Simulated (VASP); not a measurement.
C: single point with r2SCAN

The system is C.

```
CELL_PARAMETERS angstrom
1.22803 0.70900 3.17966
-1.22803 0.70900 3.17966
0.00000 -1.41800 3.17966
ATOMIC_POSITIONS crystal
C 0.16400 0.16400 0.16400
C 0.83600 0.83600 0.83600
```

This cell differs from its parent crystal: strain +0.000 along x and y, -0.050 along z.

```yaml
Program: VASP 6.6.1
Task: single point
Functional: r2SCAN
Potentials_or_basis: VASP PAW PBE potentials, release 64 (C)
Cutoff: 520 eV
k_mesh: 12 × 12 × 12
Occupations: gaussian, width 0.05 eV
Spin: no spin polarisation
```

```
Pressure               : 1.7 GPa
Largest force          : 0.835 eV/Å
Band gap on the k mesh : 1.04 eV, direct
```

Forces in eV/Å, atoms in the order of the input:
```
C    0.000  0.000  0.835
C    0.000  0.000 -0.835
```

Stress tensor (GPa, compression positive):
```
0.64 0.00 0.00
0.00 0.64 0.00
0.00 0.00 3.76
```

Levels at points of the mesh, in eV from the valence-band top:
```csv
k point,band 1,band 2,band 3,band 4,band 5,band 6,band 7,band 8,band 9
"(0.00, 0.00, 0.00)",-20.51,-6.13,-2.62,-2.62,5.47,9.31,9.31,12.91,13.94
"(0.50, 0.00, 0.00)",-14.85,-13.59,-6.20,-1.42,2.58,8.61,13.76,13.99,20.42
"(0.50, 0.50, 0.00)",-14.68,-13.46,-6.30,-2.55,1.94,8.01,14.66,17.72,21.65
"(0.50, 0.50, 0.50)",-20.07,-8.77,-2.65,-2.65,9.24,9.24,13.13,13.20,13.65
```

Run time: 2.9 min on 1 thread of Intel(R) Xeon(R) Platinum 8259CL CPU @ 2.50GHz (Skylake/Cascade Lake), with other jobs on the host, peak memory 0.17 GiB.

Caveat: the cell differs from its parent crystal (strain +0.000 along x and y, -0.050 along z); the PAW data sets were made with another functional, which shifts forces and pressure a little. A k mesh can miss the band edges.
